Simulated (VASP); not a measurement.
# CoO (P-6m2) in VASP: a series of runs, part 2 of 3

VASP 6.6.1. Earlier steps stand in the parts before.

## Step 4: Single point, PBE, collinear spin, antiferromagnetic start

This run uses another cell than the first one: it holds 4 atoms, not 2.

INCAR

```
SYSTEM = CoO
PREC = Accurate ; ENCUT = 520
EDIFF = 1E-6 ; ISMEAR = 0
SIGMA = 0.05 ; LREAL = .False.
LASPH = .True. ; NELM = 150
ALGO = Normal ; ISIF = 2
LWAVE = .False. ; LCHARG = .True.
ISPIN = 2 ; MAGMOM = 2 -2 0 0
LORBIT = 11 ; LMAXMIX = 4
GGA = PE ; LELF = .True.
LVHAR = .True. ; NBANDS = 27
```

KPOINTS

```
Automatic mesh
0
Gamma
  7 4 7
  0 0 0
```

POSCAR

```
CoO
1.0
    1.4281496200      2.4736276900      0.0000000000
   -4.2844488400      2.4736276900      0.0000000000
    0.0000000000      0.0000000000      2.7876065300
Co O
2 2
Direct
    0.0000000000      0.0000000000      0.0000000000
    0.5000000000      0.5000000000      0.0000000000
    0.5000000000      0.8333333333      0.5000000000
    0.0000000000      0.3333333333      0.5000000000
```

Potentials or basis: VASP PAW PBE potentials, release 64 (Co, O).

The run is started by

```console
$ cat potpaw_PBE.64/Co/POTCAR potpaw_PBE.64/O/POTCAR > POTCAR
$ mpirun -np 1 vasp_std > vasp.out
```

OUTCAR:

```text
SYSTEM = CoO
   PREC = Accurate
   ENCUT = 520
   EDIFF = 1E-6
   ISMEAR = 0
   LREAL = .False.
   LASPH = .True.
   NELM = 150
   ISIF = 2
   ISPIN = 2
   LORBIT = 11
   GGA = PE

 ion  position               nearest neighbor table
   1  0.000  0.000  0.000-   3 2.16   3 2.16   4 2.16   4 2.16   3 2.16   3 2.16   2 2.86   2 2.86
                             2 2.86   2 2.86
   2  0.500  0.500  0.000-   4 2.16   4 2.16   3 2.16   3 2.16   4 2.16   4 2.16   1 2.86   1 2.86
                             1 2.86   1 2.86
   3  0.500  0.833  0.500-   1 2.16   1 2.16   2 2.16   2 2.16   1 2.16   1 2.16
   4  0.000  0.333  0.500-   2 2.16   2 2.16   1 2.16   1 2.16   2 2.16   2 2.16

  LATTYP: Found a simple orthorhombic cell.
 ALAT       =     2.7876065300
 B/A-ratio  =     1.0246421790
 C/A-ratio  =     1.7747323119

  Lattice vectors:

 A1 = (   0.0000000000,   0.0000000000,   2.7876065300)
 A2 = (   1.4281496200,   2.4736276900,   0.0000000000)
 A3 = (  -4.2844488400,   2.4736276900,   0.0000000000)

Analysis of symmetry for initial positions (statically):
=====================================================================
 Subroutine PRICEL returns following result:

  LATTYP: Found a hexagonal cell.
 ALAT       =     2.8562992290
 C/A-ratio  =     0.9759504542
[... 12 lines left out ...]
 Subroutine GETGRP returns: Found  4 space group operations
 (whereof  4 operations were pure point group operations)
 out of a pool of  8 trial point group operations.

The static configuration has the point symmetry C_2v.

Analysis of symmetry for dynamics (positions and initial velocities):
=====================================================================
 Subroutine PRICEL returns following result:

  LATTYP: Found a hexagonal cell.
 ALAT       =     2.8562992290
 C/A-ratio  =     0.9759504542
[... 12 lines left out ...]
 Subroutine GETGRP returns: Found  4 space group operations
 (whereof  4 operations were pure point group operations)
 out of a pool of  8 trial point group operations.

The dynamic configuration has the point symmetry C_2v.

Analysis of structural, dynamic, and magnetic symmetry:
=====================================================================
 Subroutine PRICEL returns following result:
[... 170 lines left out ...]

 E-fermi :   7.5308     XC(G=0): -12.3173

 val. band max:        7.5251446560   @ k =   0.1429   0.2500   0.4286
 cond. band min:       7.5363844740   @ k =   0.1429   0.2500   0.0000
 fundamental gap:      0.0112398180
 Fermi energy:         7.5307698825

 spin component 1

 k-point     1 :       0.0000    0.0000    0.0000
  band No.  band energies     occupation
      1     -12.2787      1.00000
      2     -11.1036      1.00000
      3       0.1417      1.00000
      4       2.9659      1.00000
      5       3.2066      1.00000
      6       3.4618      1.00000
[... 709 lines left out ...]
     26      23.7862      0.00000
     27      24.1025      0.00000

 [... further k-points ...]

 spin component 2

 k-point     1 :       0.0000    0.0000    0.0000
  band No.  band energies     occupation
      1     -12.2787      1.00000
      2     -11.1036      1.00000
      3       0.1417      1.00000
      4       2.9659      1.00000
      5       3.2066      1.00000
      6       3.4618      1.00000
[... 709 lines left out ...]
     26      23.7862      0.00000
     27      24.1025      0.00000

 [... further k-points ...]
[... 5 lines left out ...]
  --------------------------------------------------------------------------------------
  -------------------------------------------------------------------------------------
  Total       -1.2688176     -1.5209778     -3.5173215     -0.2183771      0.0000000      0.0000000
  in kB      -51.6071984    -61.8634244   -143.0616230     -8.8821526      0.0000000      0.0000000
  external PRESSURE =     -85.5107486 kB  Pullay stress =       0.0000000 kB

 VOLUME and BASIS-vectors are now :
 -----------------------------------------------------------------------------
  energy-cutoff  :      520.00
  volume of cell :       39.39
      direct lattice vectors                 reciprocal lattice vectors
     1.428149620  2.473627690  0.000000000     0.175051687  0.303198417  0.000000000
    -4.284448840  2.473627690  0.000000000    -0.175051687  0.101066139  0.000000000
     0.000000000  0.000000000  2.787606530     0.000000000  0.000000000  0.358730685

 POSITION                                       TOTAL-FORCE (eV/Angst)
 -----------------------------------------------------------------------------------
      0.00000      0.00000      0.00000        -0.043577      0.025159      0.000000
     -1.42815      2.47363      0.00000        -0.043577      0.025159      0.000000
     -2.85630      3.29817      1.39380         0.043577     -0.025159     -0.000000
     -1.42815      0.82454      1.39380         0.043577     -0.025159     -0.000000
 -----------------------------------------------------------------------------------
    total drift:                               -0.000062      0.000036     -0.000001

  FREE ENERGIE OF THE ION-ELECTRON SYSTEM (eV)
  ---------------------------------------------------
  free  energy   TOTEN  =       -25.8906978362 eV

  energy  without entropy=      -25.8846544162  energy(sigma->0) =      -25.88767613

 total charge

# of ion       s       p       d       tot
------------------------------------------
    1        0.293   0.356   7.143   7.791
    2        0.293   0.356   7.143   7.791
    3        1.569   3.367   0.000   4.936
    4        1.569   3.367   0.000   4.936
--------------------------------------------------
tot          3.724   7.446  14.285  25.455

 magnetization (x)

# of ion       s       p       d       tot
------------------------------------------
    1        0.006   0.005   2.337   2.349
    2       -0.006  -0.005  -2.337  -2.349
    3        0.006   0.125   0.000   0.132
    4       -0.006  -0.125   0.000  -0.132
--------------------------------------------------
tot          0.000   0.000   0.000   0.000
```

stdout:

```text
POSCAR found type information on POSCAR CoO
 POSCAR found :  2 types and       4 ions
 scaLAPACK will be used
 LDA part: xc-table for (Slater+PW92), standard interpolation
 POSCAR, INCAR and KPOINTS ok, starting setup
 FFT: planning ... GRIDC
 FFT: planning ... GRID_SOFT
 FFT: planning ... GRID
 WAVECAR not read
 entering main loop
```

It took 2.5 min on 1 thread of Intel Xeon 8259CL, shared host; peak memory 0.22 GiB.

Results:

| Item | Value |
| --- | --- |
| Free energy | -25.8907 eV |
| Pressure | -8.6 GPa |
| Largest force | 0.050 eV/Å |
| Band gap on the k mesh | zero (filled and empty bands overlap) |
| Net moment | 0.00 μB per cell |
| Site moments | Co +2.35, -2.35; O +0.13, -0.13 μB |
| Valence electrons inside the program's atomic spheres | Co 7.79; O 4.94 |

Forces on the atoms (eV/Å):
```
Co  -0.044  0.025  0.000
Co  -0.044  0.025  0.000
O    0.044 -0.025  0.000
O    0.044 -0.025  0.000
```

Levels at points of the mesh, in eV from the Fermi level:
Spin up:
| k point | band 12 | band 13 | band 14 | band 15 | band 16 | band 17 | band 18 | band 19 |
| --- | --- | --- | --- | --- | --- | --- | --- | --- |
| (0.00, 0.00, 0.00) | -1.54 | -1.06 | -1.02 | 0.33 | 0.42 | 0.58 | 0.89 | 1.35 |
| (0.00, 0.50, 0.00) | -1.68 | -1.17 | -1.02 | 0.23 | 0.23 | 0.41 | 1.22 | 3.28 |
Spin down:
```csv
k point,band 12,band 13,band 14,band 15,band 16,band 17,band 18,band 19
"(0.00, 0.00, 0.00)",-1.54,-1.06,-1.02,0.33,0.42,0.58,0.89,1.35
"(0.00, 0.50, 0.00)",-1.68,-1.17,-1.02,0.23,0.23,0.41,1.22,3.28
```

Caveat: the cell stands under tension; semilocal functionals often make such compounds metallic where correlation or magnetic order opens a gap, which also shifts bond lengths. With open d or f shells a metallic result of PBE can be an artefact of self-interaction; +U or a hybrid may open a gap.

## Step 5: Single point, PBE, collinear spin, ferromagnetic start

This run uses another cell than the first one, of 10.24 Å³/atom.

INCAR

```
SYSTEM = CoO
ALGO = Normal
EDIFF = 1E-6
ENCUT = 600
GGA = PE
GGA_COMPAT = .FALSE.
ISIF = 2
ISMEAR = -1
ISPIN = 2
LASPH = .TRUE.
LCHARG = .FALSE.
LMAXMIX = 4
LORBIT = 11
LREAL = .FALSE.
LWAVE = .FALSE.
MAGMOM = 2 0
NBANDS = 22
NELM = 200
PREC = Accurate
SIGMA = 0.05
```

KPOINTS

```
k-points
0
G
  11 11 10
  0 0 0
```

POSCAR

```
CoO
1.0
    2.8938864250      0.0000000000      0.0000000000
   -1.4469432074      2.5061791557      0.0000000000
    0.0000000000      0.0000000000      2.8242897700
Co O
1 1
Direct
    0.0000000000      0.0000000000      0.0000000000
    0.6666666667      0.3333333333      0.5000000000
```

Potentials or basis: VASP PAW PBE potentials, release 64 (Co_sv, O).

The run is started by

```console
$ cat potpaw_PBE.64/Co_sv/POTCAR potpaw_PBE.64/O/POTCAR > POTCAR
$ mpirun -np 1 vasp_std > vasp.out
```

OUTCAR:

```text
SYSTEM = CoO
   EDIFF = 1E-6
   ENCUT = 600
   GGA = PE
   ISIF = 2
   ISMEAR = -1
   ISPIN = 2
   LASPH = .TRUE.
   LORBIT = 11
   LREAL = .FALSE.
   NELM = 200
   PREC = Accurate

 ion  position               nearest neighbor table
   1  0.000  0.000  0.000-   2 2.19   2 2.19   2 2.19   2 2.19   2 2.19   2 2.19
   2  0.667  0.333  0.500-   1 2.19   1 2.19   1 2.19   1 2.19   1 2.19   1 2.19

  LATTYP: Found a hexagonal cell.
 ALAT       =     2.8938864250
 C/A-ratio  =     0.9759504539

  Lattice vectors:

 A1 = (   2.8938864250,   0.0000000000,   0.0000000000)
 A2 = (  -1.4469432074,   2.5061791557,   0.0000000000)
 A3 = (   0.0000000000,   0.0000000000,   2.8242897700)

Analysis of symmetry for initial positions (statically):
=====================================================================
 Subroutine PRICEL returns:
 Original cell was already a primitive cell.

 Routine SETGRP: Setting up the symmetry group for a
 hexagonal supercell.

 Subroutine GETGRP returns: Found 12 space group operations
 (whereof 12 operations were pure point group operations)
 out of a pool of 24 trial point group operations.

The static configuration has the point symmetry D_3h.

Analysis of symmetry for dynamics (positions and initial velocities):
=====================================================================
 Subroutine PRICEL returns:
 Original cell was already a primitive cell.

 Routine SETGRP: Setting up the symmetry group for a
 hexagonal supercell.

 Subroutine GETGRP returns: Found 12 space group operations
 (whereof 12 operations were pure point group operations)
 out of a pool of 24 trial point group operations.

The dynamic configuration has the point symmetry D_3h.

Analysis of structural, dynamic, and magnetic symmetry:
=====================================================================
 Subroutine PRICEL returns:
 Original cell was already a primitive cell.

 Routine SETGRP: Setting up the symmetry group for a
 hexagonal supercell.

 Subroutine GETGRP returns: Found 12 space group operations
[... 140 lines left out ...]

 number of electron      22.9999973 magnetization       3.0001901

 Free energy of the ion-electron system (eV)
  ---------------------------------------------------
  ext. energy  EPLUGINS =         0.00000000
  ---------------------------------------------------
  free energy    TOTEN  =       -12.94176699 eV

  energy without entropy =      -12.91263431  energy(sigma->0) =      -12.92720065

 E-fermi :   8.0236     XC(G=0): -12.3754

 val. band max:        8.0230710233   @ k =   0.2727  -0.0000   0.1000
 cond. band min:       8.0300545849   @ k =   0.4545   0.0909   0.1000
 fundamental gap:      0.0069835616
 Fermi energy:         8.0236020777

 spin component 1

 k-point     1 :       0.0000    0.0000    0.0000
  band No.  band energies     occupation
      1     -89.1391      1.00000
      2     -52.5212      1.00000
      3     -52.2866      1.00000
      4     -52.2866      1.00000
      5     -11.7779      1.00000
      6       3.4779      1.00000
[... 589 lines left out ...]
     21      34.6382      0.00000
     22      36.2370      0.00000

 [... further k-points ...]

 spin component 2

 k-point     1 :       0.0000    0.0000    0.0000
  band No.  band energies     occupation
      1     -86.0566      1.00000
      2     -49.3613      1.00000
      3     -49.3540      1.00000
      4     -49.3540      1.00000
      5     -11.1574      1.00000
      6       4.8058      1.00000
[... 589 lines left out ...]
     21      35.0605      0.00000
     22      36.6488      0.00000

 [... further k-points ...]
[... 5 lines left out ...]
  --------------------------------------------------------------------------------------
  -------------------------------------------------------------------------------------
  Total       -1.6978399     -1.6978399     -2.4626958     -0.0000000      0.0000000      0.0000000
  in kB     -132.8019566   -132.8019561   -192.6275917     -0.0000003      0.0000000      0.0000000
  external PRESSURE =    -152.7438348 kB  Pullay stress =       0.0000000 kB

 VOLUME and BASIS-vectors are now :
 -----------------------------------------------------------------------------
  energy-cutoff  :      600.00
  volume of cell :       20.48
      direct lattice vectors                 reciprocal lattice vectors
     2.893886425  0.000000000  0.000000000     0.345556063  0.199506886  0.000000000
    -1.446943207  2.506179156  0.000000000     0.000000000  0.399013773  0.000000000
     0.000000000  0.000000000  2.824289770     0.000000000  0.000000000  0.354071318

 POSITION                                       TOTAL-FORCE (eV/Angst)
 -----------------------------------------------------------------------------------
      0.00000      0.00000      0.00000         0.000000      0.000000      0.000000
      1.44694      0.83539      1.41214         0.000000     -0.000000      0.000000
 -----------------------------------------------------------------------------------
    total drift:                               -0.000000      0.000000      0.000000

  FREE ENERGIE OF THE ION-ELECTRON SYSTEM (eV)
  ---------------------------------------------------
  free  energy   TOTEN  =       -12.9417669874 eV

  energy  without entropy=      -12.9126343095  energy(sigma->0) =      -12.92720065

 total charge

# of ion       s       p       d       tot
------------------------------------------
    1        2.140   6.058   6.632  14.830
    2        1.561   3.365   0.000   4.926
--------------------------------------------------
tot          3.701   9.423   6.632  19.756

 magnetization (x)

# of ion       s       p       d       tot
------------------------------------------
    1        0.006   0.006   2.522   2.535
    2        0.023   0.358   0.000   0.381
--------------------------------------------------
tot          0.029   0.364   2.522   2.915
```

OSZICAR:

```text
N       E                     dE             d eps       ncg     rms          rms(c)
DAV:   1     0.238148826591E+03    0.23815E+03   -0.13558E+04 11296   0.255E+03
DAV:   2    -0.566857164473E+01   -0.24382E+03   -0.23172E+03 12666   0.660E+02
DAV:   3    -0.158281403084E+02   -0.10160E+02   -0.10090E+02 11986   0.113E+02
DAV:   4    -0.159335705916E+02   -0.10543E+00   -0.10540E+00  9892   0.100E+01
DAV:   5    -0.159377613208E+02   -0.41907E-02   -0.41906E-02 12262   0.220E+00    0.177E+01
DAV:   6    -0.155445664503E+02    0.39319E+00   -0.24712E+01 13596   0.947E+01    0.369E+01
DAV:   7    -0.131365236474E+02    0.24080E+01   -0.21452E+01 11466   0.733E+01    0.856E+00
DAV:   8    -0.129646370012E+02    0.17189E+00   -0.62231E-01 13070   0.111E+01    0.444E+00
DAV:   9    -0.129881351689E+02   -0.23498E-01   -0.28694E-01 15322   0.885E+00    0.338E+00
DAV:  10    -0.129391321190E+02    0.49003E-01   -0.11306E-01 13810   0.684E+00    0.877E-01
DAV:  11    -0.129426499806E+02   -0.35179E-02   -0.15502E-02 12224   0.161E+00    0.461E-01
DAV:  12    -0.129423200023E+02    0.32998E-03   -0.15624E-03 13128   0.639E-01    0.343E-01
DAV:  13    -0.129416788751E+02    0.64113E-03   -0.21892E-03 13930   0.766E-01    0.101E-01
DAV:  14    -0.129417584716E+02   -0.79597E-04   -0.16116E-04 11688   0.138E-01    0.456E-02
DAV:  15    -0.129417643490E+02   -0.58774E-05   -0.36823E-05 13482   0.634E-02    0.233E-02
DAV:  16    -0.129417694548E+02   -0.51058E-05   -0.96468E-06 11568   0.518E-02    0.213E-02
DAV:  17    -0.129417660193E+02    0.34355E-05   -0.50538E-06 10940   0.500E-02    0.344E-03
DAV:  18    -0.129417669874E+02   -0.96809E-06   -0.76301E-07  5828   0.830E-03
   1 F= -.12941767E+02 E0= -.12927201E+02  d E =-.291327E-01  mag=     3.0001
```

It took 1.8 min on 1 thread of AMD EPYC 7R43 (Zen 3), shared host; peak memory 0.17 GiB.

What came out:

| Quantity | Value |
| --- | --- |
| Free energy | -12.9418 eV |
| Pressure | -15.3 GPa |
| Band gap on the k mesh | zero (filled and empty bands overlap) |
| Net moment | 3.00 μB per cell |
| Site moments | Co +2.54; O +0.38 μB |
| Valence electrons inside the program's atomic spheres | Co 14.83; O 4.93 |

Caveat: the cell stands under tension; a cell with one magnetic atom can't hold antiferromagnetic order, which such compounds often take; semilocal functionals often make such compounds metallic where correlation or magnetic order opens a gap, which also shifts bond lengths.

(Continued in part 3 of 3.)
